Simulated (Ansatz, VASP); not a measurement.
**NaCl: VASP beside Ansatz**

File POSCAR:

```
NaCl
1.0
    3.4595458649      0.0000000000      0.0000000000
    0.0000000000      3.4595458649      0.0000000000
    0.0000000000      0.0000000000      3.4595458649
Na Cl
1 1
Direct
    0.0000000000      0.0000000000      0.0000000000
    0.5000000000      0.5000000000      0.5000000000
```

Contents of INCAR.step1:

```
SYSTEM = NaCl
ALGO = Normal
EDIFF = 1E-5
ENCUT = 520
GGA = PE
ISIF = 2
ISMEAR = 0
LASPH = .TRUE.
LREAL = .FALSE.
LWAVE = .TRUE.
NBANDS = 14
NELM = 60
PREC = Accurate
SIGMA = 0.01
```

File INCAR.step2:

```
SYSTEM = NaCl
AEXX = 0.3
ALGO = Normal
EDIFF = 1E-6
ENCUT = 520
GGA = PE
HFSCREEN = 0.2078
ISIF = 2
ISMEAR = 0
ISTART = 1
LASPH = .TRUE.
LCHARG = .TRUE.
LELF = .TRUE.
LHFCALC = .TRUE.
LREAL = .FALSE.
LVHAR = .TRUE.
LWAVE = .FALSE.
NBANDS = 14
NELM = 60
PREC = Accurate
PRECFOCK = Normal
SIGMA = 0.01
```

File KPOINTS:

```
k-points
0
G
  4 4 4
  0 0 0
```

Input for Ansatz:

```yaml
crystal:
  lattice:
    - [3.4595458649, 0.0, 0.0]
    - [0.0, 3.4595458649, 0.0]
    - [0.0, 0.0, 3.4595458649]
  atoms:
    - { symbol: Na, position: [0.0, 0.0, 0.0] }
    - { symbol: Cl, position: [0.5, 0.5, 0.5] }
kpoints:
  mp_grid: { grid: [4, 4, 4] }
hamiltonian:
  xc:
    exchange: pbe
    correlation: pbe
    exx: { coeff: 0.3, omega: 0.2078 }
scf:
  occupations: { method: fixed }
  n_extra_bands: 4
output:
  forces: true
  stress: true
  eigenvalues: true
```

Alike in both runs: task single point; functional PBE-based screened hybrid; k mesh 4 × 4 × 4; no spin polarisation.

|  | VASP | Ansatz |
| --- | --- | --- |
| version | VASP 6.6.1 | Ansatz 0.2.0 |
| potentials or method | VASP PAW PBE potentials, release 64 (Na_pv, Cl) | plane waves |
| plane-wave cutoff (eV) | 520 | 420 |
| occupations | gaussian, width 0.01 eV | fixed |
| valence electrons in the cell | 14 | 16 |

|  | VASP | Ansatz | Ansatz less VASP |
| --- | --- | --- | --- |
| gap on the k mesh at the Fermi level (eV) | 5.69 | 5.70 | +0.010 |
| pressure (GPa) | 0.5 | 0.5 | +0.01 |

VASP's potentials were made for PBE, not for PBE-based screened hybrid. VASP's potentials hold 14 valence electrons a cell and Ansatz's 16, so a difference there can come from the potentials and not from the codes. Ansatz's warnings: stress exchange threshold loose, stress scf threshold loose.

The k mesh is coarse, so the values compare programs but aren't converged.
